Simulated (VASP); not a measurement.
A run of VASP 6.6.1:

File POSCAR:

```
SrO
1.0
    0.0000000000      2.7921730098      2.7921730098
    2.7921730098      0.0000000000      2.7921730098
    2.7921730098      2.7921730098      0.0000000000
Sr O
1 1
Direct
    0.0000000000      0.0000000000      0.0000000000
    0.2500000000      0.2500000000      0.2500000000
```

File INCAR.step1:

```
SYSTEM = SrO
PREC = Accurate
ENCUT = 520
ISMEAR = 0
SIGMA = 0.05
LREAL = .False.
LASPH = .True.
NELM = 60
NBANDS = 15
GGA = PE
ALGO = Normal
EDIFF = 1E-4
LWAVE = .True.
LCHARG = .False.
```

INCAR.step2

```
SYSTEM = SrO
PREC = Accurate
ENCUT = 520
EDIFF = 1E-7
ISMEAR = 0
SIGMA = 0.05
LREAL = .False.
LASPH = .True.
NELM = 60
ALGO = Normal
ISIF = 2
LWAVE = .False.
LCHARG = .False.
METAGGA = R2SCAN
LMIXTAU = .True.
NBANDS = 15
ISTART = 1
```

Contents of KPOINTS:

```
Automatic mesh
0
Gamma
  8 8 8
  0 0 0
```

Potentials or basis: VASP PAW PBE potentials, release 64 (Sr_sv, O).

Run with:

```sh
$ cat potpaw_PBE.64/Sr_sv/POTCAR potpaw_PBE.64/O/POTCAR > POTCAR
$ cp INCAR.step1 INCAR
$ mpirun -np 1 vasp_std > vasp.out
$ cp INCAR.step2 INCAR
$ mpirun -np 1 vasp_std > vasp.out
```

Hardware: 1 thread of Intel(R) Xeon(R) 6975P-C (Granite Rapids) (shared host).

How long does it take, and how much memory?

Run time: 45 s on 1 thread of Intel(R) Xeon(R) 6975P-C (Granite Rapids), on a shared host, peak memory 0.18 GiB. Counts: k points 29.
